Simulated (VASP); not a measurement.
Input of a VASP 6.6.1 run:

The input INCAR:

```
SYSTEM = AlGa3N4
PREC     = Accurate       ! precision mode
ENCUT    = 520            ! plane-wave cutoff, eV
EDIFF    = 1E-6           ! SCF threshold, eV
ISMEAR   = 0              ! smearing method
SIGMA    = 0.02           ! smearing width, eV
LREAL    = .FALSE.        ! projectors in reciprocal space
LASPH    = .TRUE.         ! aspherical terms in the spheres
NELM     = 100            ! most SCF steps
ALGO     = Normal         ! electronic algorithm
ISIF     = 2              ! what is computed and relaxed
LWAVE    = .FALSE.        ! write WAVECAR
LCHARG   = .FALSE.        ! write CHGCAR
GGA      = PS             ! functional
NBANDS   = 41             ! bands
```

Contents of KPOINTS:

```
regular mesh
0
G
  10 10 6
  0 0 0
```

File POSCAR:

```
AlGa3N4
1.0
    0.0000000000     -2.2349324994     -2.2349324994
    2.2322605078      4.4692798530     -2.2343473536
    4.4643892764     -2.2344984124      2.2344984124
Al Ga N
1 3 4
Direct
    0.7502428924      0.5004857848      0.2506341775
    0.4988730840     -0.0022538319      0.4977393580
    0.2501998768      0.5003997537      0.7498315421
    0.0007783275      0.0015566551      0.0019805311
    0.8118211460      0.6236422920      0.9444706200
    0.5671229192      0.1342458384      0.1891584235
    0.3094394873      0.6188789746      0.4292465804
    0.0615222666      0.1230445333      0.6869387674
```

Potentials or basis: VASP PAW PBE potentials, release 64 (Al, Ga_d, N).

Command:

```console
$ cat potpaw_PBE.64/Al/POTCAR potpaw_PBE.64/Ga_d/POTCAR potpaw_PBE.64/N/POTCAR > POTCAR
$ mpirun -np 1 vasp_std > vasp.out
```

Predict the band gap on the k mesh.

2.22 eV, direct.

What does it give for the pressure?

-0.2 GPa.

Predict the largest force.

0.014 eV/Å.

Forces on the atoms (eV/Å):
```
Al   0.000  0.000  0.000
Ga   0.004  0.002 -0.002
Ga   0.000 -0.003  0.003
Ga   0.000  0.003 -0.003
N   -0.006  0.007 -0.007
N   -0.008 -0.008  0.008
N    0.011  0.001 -0.001
N   -0.001 -0.001  0.001
```

Caveat: the PAW data sets were made with another functional, which shifts forces and pressure a little. A k mesh can miss the band edges.
